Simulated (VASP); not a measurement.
# Pd in VASP: relaxation of the atoms with PBE

Aim: the relaxation of the atoms of Pd with PBE.

All numbers are computed with VASP 6.6.1; they aren't measurements. Logs are shortened: lines on timing, memory, paths and dates and some standing lists are left out, and cuts for length are marked.

**1. The cell of the first run**

The cell holds a slab with vacuum, 4 atoms: a = 2.788 Å, b = 2.788 Å, c = 22.914 Å, α = 90.00°, β = 90.00°, γ = 90.00°.

**2. Relaxation of the atoms, PBE**

Input file INCAR:

```
PREC = Accurate
ENCUT = 520
EDIFF = 1E-6
ISMEAR = 0
SIGMA = 0.1
LREAL = F
LASPH = T
NELM = 60
ALGO = Normal
ISIF = 2
LWAVE = F
LCHARG = F
LDIPOL = T
IDIPOL = 3
DIPOL = 0.5 0.5 0.500
GGA = PE
IBRION = 2
NSW = 90
EDIFFG = -0.03
```

Input file KPOINTS:

```
regular mesh
0
Gamma
  10 10 1
```

Input file POSCAR:

```
Pd
1.0
    2.7876806225      0.0000000000      0.0000000000
    0.0000000000      2.7876806225      0.0000000000
    0.0000000000      0.0000000000     22.9135636158
Pd
4
Selective dynamics
Direct
    0.5000000000      0.5000000000      0.3709593210  F F F
    0.0000000000      0.0000000000      0.4569864403  F F F
    0.5000000000      0.5000000000      0.5430135597  T T T
    0.0000000000      0.0000000000      0.6290406790  T T T
```

Potentials or basis: VASP PAW PBE potentials, release 64 (Pd).

Started as:

```
cat potpaw_PBE.64/Pd/POTCAR > POTCAR
mpirun -np 1 vasp_std > vasp.out
```

OUTCAR:

```text
PREC = Accurate
   ENCUT = 520
   EDIFF = 1E-6
   ISMEAR = 0
   LREAL = F
   LASPH = T
   NELM = 60
   ISIF = 2
   GGA = PE
   IBRION = 2
   NSW = 90
   EDIFFG = -0.03

 ion  position               nearest neighbor table
   1  0.500  0.500  0.371-   2 2.79   2 2.79   2 2.79   2 2.79
   2  0.000  0.000  0.457-   1 2.79   1 2.79   1 2.79   1 2.79   3 2.79   3 2.79   3 2.79   3 2.79

   3  0.500  0.500  0.543-   4 2.79   4 2.79   4 2.79   4 2.79   2 2.79   2 2.79   2 2.79   2 2.79

   4  0.000  0.000  0.629-   3 2.79   3 2.79   3 2.79   3 2.79

  LATTYP: Found a simple tetragonal cell.
 ALAT       =     2.7876806225
 C/A-ratio  =     8.2195799012

  Lattice vectors:

 A1 = (   2.7876806225,   0.0000000000,   0.0000000000)
 A2 = (   0.0000000000,   2.7876806225,   0.0000000000)
 A3 = (   0.0000000000,   0.0000000000,  22.9135636158)

Analysis of symmetry for initial positions (statically):
=====================================================================
 Subroutine PRICEL returns:
 Original cell was already a primitive cell.

 Routine SETGRP: Setting up the symmetry group for a
 simple tetragonal supercell.

 Subroutine GETGRP returns: Found 16 space group operations
 (whereof  8 operations were pure point group operations)
 out of a pool of 16 trial point group operations.

The static configuration has the point symmetry C_4v.
 The point group associated with its full space group is D_4h.

Analysis of symmetry for dynamics (positions and initial velocities):
=====================================================================
 Subroutine PRICEL returns:
 Original cell was already a primitive cell.

 Routine SETGRP: Setting up the symmetry group for a
 simple tetragonal supercell.

 Subroutine GETGRP returns: Found 16 space group operations
 (whereof  8 operations were pure point group operations)
 out of a pool of 16 trial point group operations.

The dynamic configuration has the point symmetry C_4v.
 The point group associated with its full space group is D_4h.

Analysis of constrained symmetry for selective dynamics:
=====================================================================
 Subroutine PRICEL returns:
 Original cell was already a primitive cell.

 Routine SETGRP: Setting up the symmetry group for a
 simple tetragonal supercell.

 Subroutine GETGRP returns: Found  8 space group operations
 (whereof  8 operations were pure point group operations)
 out of a pool of 16 trial point group operations.

The constrained configuration has the point symmetry C_4v.

 Subroutine INISYM returns: Found  8 space group operations
 (whereof  8 operations are pure point group operations),
 and found     1 'primitive' translations

----------------------------------------------------------------------------------------

                                     Primitive cell

  volume of cell :     178.0650

  direct lattice vectors                    reciprocal lattice vectors
     2.787680622  0.000000000  0.000000000     0.358721150  0.000000000  0.000000000
     0.000000000  2.787680622  0.000000000     0.000000000  0.358721150  0.000000000
     0.000000000  0.000000000 22.913563616     0.000000000  0.000000000  0.043642273

  length of vectors
     2.787680622  2.787680622 22.913563616     0.358721150  0.358721150  0.043642273

  position of ions in fractional coordinates (direct lattice)
     0.500000000  0.500000000  0.370959321
     0.000000000  0.000000000  0.456986440
     0.500000000  0.500000000  0.543013560
     0.000000000  0.000000000  0.629040679

  ion indices of the primitive-cell ions
   primitive index   ion index
                 1           1
                 2           2
                 3           3
                 4           4

----------------------------------------------------------------------------------------

 KPOINTS: regular mesh

Automatic generation of k-mesh.
 Grid dimensions read from file:
 generate k-points for:   10   10    1

 Generating k-lattice:

  Cartesian coordinates                     Fractional coordinates (reciprocal lattice)
     0.035872115  0.000000000  0.000000000     0.100000000  0.000000000  0.000000000
     0.000000000  0.035872115  0.000000000     0.000000000  0.100000000  0.000000000
     0.000000000  0.000000000  0.043642273     0.000000000  0.000000000  1.000000000

  Length of vectors
     0.035872115  0.035872115  0.043642273

  Shift w.r.t. Gamma in fractional coordinates (k-lattice)
     0.000000000  0.000000000  0.000000000

 Subroutine IBZKPT returns following result:
 ===========================================

 Found     21 irreducible k-points:

 Following reciprocal coordinates:
            Coordinates               Weight
  0.000000  0.000000  0.000000      1.000000
  0.100000  0.000000  0.000000      4.000000
  0.200000  0.000000  0.000000      4.000000
  0.300000  0.000000  0.000000      4.000000
  0.400000  0.000000  0.000000      4.000000
  0.500000  0.000000  0.000000      2.000000
[... 13 lines left out ...]
  0.500000  0.400000  0.000000      4.000000
  0.500000  0.500000  0.000000      1.000000
   k-points           NKPTS =     21   k-points in BZ     NKDIM =     21   number of bands    NBANDS=     24
   number of dos      NEDOS =    301   number of ions     NIONS =      4
   total plane-waves  NPLWV = 103680
   dimension x,y,z NGX =    24 NGY =   24 NGZ =  180
   dimension x,y,z NGXF=    48 NGYF=   48 NGZF=  360
   ions per type =               4
   NGX,Y,Z   is equivalent  to a cutoff of  14.31, 14.31, 13.06 a.u.
   NGXF,Y,Z  is equivalent  to a cutoff of  28.63, 28.63, 26.12 a.u.
 SYSTEM =  unknown system
   PREC   = accura    normal or accurate (medium, high low for compatibility)
   ISTART =      0    job   : 0-new  1-cont  2-samecut
   ICHARG =      2    charge: 1-file 2-atom 10-const
   ISPIN  =      1    spin polarized calculation?
   LNONCOLLINEAR =      F non collinear calculations
   LSORBIT =      F    spin-orbit coupling
   LASPH  =      T    aspherical Exc in radial PAW
   ENCUT  =  520.0 eV  38.22 Ry    6.18 a.u.   5.18  5.18 42.60*2*pi/ulx,y,z
   NELM   =     60;   NELMIN=  2; NELMDL= -5     # of ELM steps
   EDIFF  = 0.1E-05   stopping-criterion for ELM
   LREAL  =      F    real-space projection
   EDIFFG = -.3E-01   stopping-criterion for IOM
   NSW    =     90    number of steps for IOM
   IBRION =      2    ionic relax: 0-MD 1-quasi-New 2-CG
   NFREE  =      1    steps in history (QN), initial steepest desc. (CG)
   ISIF   =      2    stress and relaxation
   ISYM   =      2    0-nonsym 1-usesym 2-fastsym
   POTIM  = 0.5000    time-step for ionic-motion
   TEBEG  =    0.0;   TEEND  =   0.0 temperature during run
   PSTRESS=    0.0 pullay stress
   NELECT =      40.0000    total number of electrons
   NUPDOWN=      -1.0000    fix difference up-down
   EMIN   =  10.00;   EMAX   =-10.00  energy-range for DOS
   EFERMI =   0.00;   METHOD = LEGACY
   ISMEAR =     0;   SIGMA  =   0.10  broadening in eV -4-tet -1-fermi 0-gaus
   EFERMI_NEDOS =   21; number of points for ismear=-14 and -15
   IALGO  =     38    algorithm
   IMIX   =      4    mixing-type and parameters
     AMIX     =   0.40;   BMIX     =  1.00
     AMIX_MAG =   1.60;   BMIX_MAG =  1.00
  volume/ion in A,a.u.               =      44.52       300.41
  Fermi-wavevector in a.u.,A,eV,Ry     =   0.995181  1.880619 13.475000  0.990385
  Thomas-Fermi vector in A             =   2.127183
   LORBIT       =      0    0 simple, 1 ext, 2 COOP (PROOUT), +10 PAW based schemes
   GGA     = PE    functional components
   LHFCALC =     F    Hartree Fock is set to
   AEXX    =    0.0000 exact exchange contribution
   IVDW    =     0    specifies the selected vdW correction
   LEPSILON=     F    determine dielectric tensor
   LRPA    =     F    only Hartree local field effects (RPA)
 conjugate gradient relaxation of ions
 non-spin polarized calculation
 Gauss-broadening in eV      SIGMA  =   0.10
  energy-cutoff  :      520.00
  volume of cell :      178.07
 maximum number of plane-waves:      4832
 NGX is ok and might be reduce to    24
   NGX = 11   NGY = 11   NGZ = 85

--------------------------------------- Ionic step        1  -------------------------------------------

 number of electron      40.0000014 magnetization

 Free energy of the ion-electron system (eV)
  ---------------------------------------------------
  ext. energy  EPLUGINS =         0.00000000
  ---------------------------------------------------
  free energy    TOTEN  =       -19.41541679 eV

  energy without entropy =      -19.36096225  energy(sigma->0) =      -19.38818952

------------------------ aborting loop because EDIFF is reached ----------------------------------------

  FORCE on cell =-STRESS in cart. coord.  units (eV):
  Direction    XX          YY          ZZ          XY          YZ          ZX
  --------------------------------------------------------------------------------------
  -------------------------------------------------------------------------------------
  Total       -2.4602654     -2.4602654     -0.7550371      0.0000000      0.0000000      0.0000000
  in kB      -22.1367504    -22.1367504     -6.7936035      0.0000000      0.0000000      0.0000000
  external PRESSURE =     -17.0223681 kB  Pullay stress =       0.0000000 kB
[... 247 lines left out ...]
  FREE ENERGIE OF THE ION-ELECTRON SYSTEM (eV)
  ---------------------------------------------------
  free  energy   TOTEN  =       -19.4183584535 eV

  energy  without entropy=      -19.3640062251  energy(sigma->0) =      -19.39118234

 dipolmoment           0.000000      0.000000      0.000071 electrons x Angstroem

--------------------------------------- Ionic step        8  -------------------------------------------

 number of electron      40.0000013 magnetization

 dipolmoment           0.000000      0.000000     -0.000077 electrons x Angstroem

 Free energy of the ion-electron system (eV)
  ---------------------------------------------------
  ext. energy  EPLUGINS =         0.00000000
  ---------------------------------------------------
  free energy    TOTEN  =       -19.41856194 eV

  energy without entropy =      -19.36412569  energy(sigma->0) =      -19.39134381

 E-fermi :  -0.1663     XC(G=0):  -5.2265

 val. band max:       -0.1698104082   @ k =   0.3000   0.0000   0.0000
 cond. band min:      -0.1649146104   @ k =   0.5000   0.4000   0.0000
 fundamental gap:      0.0048957978
 Fermi energy:        -0.1662722217

 k-point     1 :       0.0000    0.0000    0.0000
  band No.  band energies     occupation
      1      -6.4549      2.00000
      2      -5.1531      2.00000
      3      -4.8012      2.00000
      4      -4.7708      2.00000
      5      -4.3265      2.00000
      6      -4.1129      2.00000
[... 556 lines left out ...]
     23       6.5345      0.00000
     24       6.5345      0.00000

------------------------ aborting loop because EDIFF is reached ----------------------------------------

 vacuum level on the upper side and lower side of the slab       (xc-potential included)        -0.010        -0.008

  FORCE on cell =-STRESS in cart. coord.  units (eV):
  Direction    XX          YY          ZZ          XY          YZ          ZX
  --------------------------------------------------------------------------------------
  -------------------------------------------------------------------------------------
  Total       -2.0747271     -2.0747271     -0.3146372      0.0000000      0.0000000     -0.0000000
  in kB      -18.6677895    -18.6677895     -2.8310136      0.0000000      0.0000000     -0.0000000
  external PRESSURE =     -13.3888642 kB  Pullay stress =       0.0000000 kB
[... 19 lines left out ...]
  FREE ENERGIE OF THE ION-ELECTRON SYSTEM (eV)
  ---------------------------------------------------
  free  energy   TOTEN  =       -19.4185619354 eV

  energy  without entropy=      -19.3641256869  energy(sigma->0) =      -19.39134381

 reached required accuracy - stopping structural energy minimisation

 vacuum level on the upper side and lower side of the slab         4.908         4.910
```

Run time: 4.7 min. Hardware: 1 thread of Intel Xeon 6975P-C (Granite Rapids), shared host; peak memory 0.34 GiB.

What came out:

* Free energy: -19.4186 eV
* Energy gained by relaxing: 0.8 meV/atom
* Ionic steps: 8
* Band gap on the k mesh: zero (bands 20 and 21 overlap by 0.86 eV)

Step by step:
```
step  energy change (eV)  largest force on free atoms (eV/Å)  pressure (GPa)
   1              0.0000                              0.1385           -1.70
   2             -0.0009                              0.0987           -1.66
   3             -0.0014                              0.0635           -1.60
   4             -0.0014                              0.0838           -1.58
   5             -0.0019                              0.0711           -1.54
   6             -0.0028                              0.0374           -1.44
   7             -0.0029                              0.0336           -1.24
   8             -0.0031                              0.0024           -1.34
```

Final structure:
```
CELL_PARAMETERS angstrom
2.78768 0.00000 0.00000
0.00000 2.78768 0.00000
0.00000 0.00000 22.91356
ATOMIC_POSITIONS crystal
Pd 0.50000 0.50000 0.37096
Pd 0.00000 0.00000 0.45699
Pd 0.50000 0.50000 0.54214
Pd 0.00000 0.00000 0.62682
```
